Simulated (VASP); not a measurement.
AlNi3, 4 atoms in the cell. The structure is cubic, space group Fm-3m (No. 225). The conventional cell has a = 5.604 Å, b = 5.604 Å, c = 5.604 Å, α = 90.00°, β = 90.00°, γ = 90.00°. Al (site symmetry m-3m) has 14 Ni at 2.43 to 2.80 Å within 3.2 Å. Within 3.2 Å of Ni (site symmetry -43m) lie 4 Al at 2.43 Å and 10 Ni at 2.43 to 2.80 Å. Ni (site symmetry m-3m) has 8 Ni at 2.43 Å and 6 Al at 2.80 Å within 3.2 Å. 

```yaml
Program: VASP 6.6.1
Task: single point
Functional: r2SCAN
Potentials_or_basis: VASP PAW PBE potentials, release 64 (Al, Ni)
Cutoff: 520 eV
k_mesh: 14 × 14 × 14
Occupations: gaussian, width 0.01 eV
Spin: no spin polarisation
Dipole_correction: no
Further_INCAR_settings: ALGO = Normal; EDIFF = 1e-06; NBANDS = 24
```

Potentials or basis: VASP PAW PBE potentials, release 64 (Al, Ni).

The run is started by

```bash
$ cat potpaw_PBE.64/Al/POTCAR potpaw_PBE.64/Ni/POTCAR > POTCAR
$ cp INCAR.step1 INCAR
$ mpirun -np 1 vasp_std > vasp.out
$ cp INCAR.step2 INCAR
$ mpirun -np 1 vasp_std > vasp.out
```

Hardware: 1 thread of Intel(R) Xeon(R) Platinum 8488C (Sapphire Rapids), on a shared host.

Estimate the wall time of this run.

Wall time 6.7 min on 1 thread of Intel(R) Xeon(R) Platinum 8488C (Sapphire Rapids) (shared host), peak memory 0.24 GiB. Counts: k points 104.
